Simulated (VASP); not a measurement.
The system is BiS.

```
CELL_PARAMETERS angstrom
3.57983 0.00000 0.00000
0.00000 3.57983 0.00000
0.00000 0.00000 3.57983
ATOMIC_POSITIONS crystal
Bi 0.00000 0.00000 0.00000
S 0.50000 0.50000 0.50000
```

Base run:

* Program: VASP 6.6.1
* Functional: r2SCAN
* Potentials or basis: VASP PAW PBE potentials, release 64 (Bi_d, S)
* Cutoff: 520 eV
* k mesh: 10 × 10 × 10
* Occupations: gaussian, width 0.05 eV
* Spin: no spin polarisation

Its results: pressure -0.9 GPa.

**Question.** The run is repeated on the same cell with these changes: functional from r2SCAN to PBE. What comes out?

**Answer.** Pressure -0.1 GPa.

Caveats: the PAW data sets were made with another functional, which shifts forces and pressure a little (some runs).
